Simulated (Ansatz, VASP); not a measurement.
# Bi in VASP and in Ansatz

The input POSCAR:

```
Bi
1.0
   -1.9271176505      1.9271176505      1.9271176505
    1.9271176505     -1.9271176505      1.9271176505
    1.9271176505      1.9271176505     -1.9271176505
Bi
1
Direct
    0.0000000000      0.0000000000      0.0000000000
```

Contents of INCAR.step1:

```
PREC = Accurate
ENCUT = 520
ISMEAR = 0
SIGMA = 0.05
LREAL = F
LASPH = T
NELM = 100
NBANDS = 14
GGA = PE
ALGO = Normal
EDIFF = 1E-4
LWAVE = T
LCHARG = F
```

Contents of INCAR.step2:

```
PREC = Accurate
ENCUT = 520
EDIFF = 1E-7
ISMEAR = 0
SIGMA = 0.05
LREAL = F
LASPH = T
NELM = 100
ALGO = Normal
ISIF = 2
LWAVE = F
LCHARG = F
METAGGA = R2SCAN
LMIXTAU = T
NBANDS = 14
ISTART = 1
```

KPOINTS

```
regular mesh
0
Gamma
  8 8 8
```

Input for Ansatz:

```yaml
crystal:
  lattice:
    - [-1.927117650523654, 1.927117650523654, 1.927117650523654]
    - [1.927117650523654, -1.927117650523654, 1.927117650523654]
    - [1.927117650523654, 1.927117650523654, -1.927117650523654]
  atoms:
    - { symbol: Bi, position: [0.0, 0.0, 0.0] }
basis:
  ecutwfc: 650.0
kpoints:
  mp_grid:
    grid: [8, 8, 8]
hamiltonian:
  xc: r2scan
  pseudopotentials:
    kind: paw
scf:
  occupations:
    method: gaussian
    width: 0.05
output:
  stress: true
```

Alike in both runs: task single point; functional r2SCAN; k mesh 8 × 8 × 8; occupations gaussian, width 0.05 eV; no spin polarisation.

|  | VASP | Ansatz |
| --- | --- | --- |
| version | VASP 6.6.1 | Ansatz 0.2.0 |
| potentials or method | VASP PAW PBE potentials, release 64 (Bi_d), cutoff 520 eV | plane waves, PAW |
| valence electrons in the cell | 15 | 15 |

|  | VASP | Ansatz | Ansatz less VASP |
| --- | --- | --- | --- |
| pressure (GPa) | 5.6 | 5.6 | +0.01 |

VASP's potentials were made for PBE, not for r2SCAN.

Neither program's run includes spin-orbit coupling.
